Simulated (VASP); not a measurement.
CoO:

```
Co O
1.0
     0.00000    2.13150    2.13150
     2.13150    0.00000    2.13150
     2.13150    2.13150    0.00000
Co O
1 1
Direct
  0.00000 0.00000 0.00000
  0.50000 0.50000 0.50000
```

```yaml
Program: VASP 6.6.1
Task: relaxation of cell and atoms
Functional: BLYP
Potentials_or_basis: VASP PAW PBE potentials, release 64 (Co, O)
Cutoff: 600 eV
k_mesh: 11 × 11 × 11
Occupations: fermi-dirac, width 0.05 eV
Spin: collinear spin, ferromagnetic start
Starting_moments: "[2.0, 0.0] μB"
```

At the start: pressure 4.1 GPa; volume 9.68 Å³/atom.

Where does the relaxation end?

Over 3 steps the energy falls by 3.2 meV/atom and the volume is 9.94 Å³/atom (+2.6 %); space group Fm-3m (No. 225, to 0.1 Å) before and after; moment 2.85 μB per cell.

The path:
```tsv
step	energy change (eV)	largest force (eV/Å)	pressure (GPa)	volume (Å³)
1	0.0000	0.0000	4.12	19.37
2	-0.0054	0.0000	-1.58	20.07
3	-0.0064	0.0000	-0.03	19.87
```

Final structure:
```
Co O
1.0
     0.00000    2.14978    2.14978
     2.14978    0.00000    2.14978
     2.14978    2.14978    0.00000
Co O
1 1
Direct
  0.00000 0.00000 0.00000
  0.50000 0.50000 0.50000
```

Caveat: the PAW data sets were made with another functional, which shifts forces and pressure a little; a cell with one magnetic atom can't hold antiferromagnetic order, which such compounds often take.
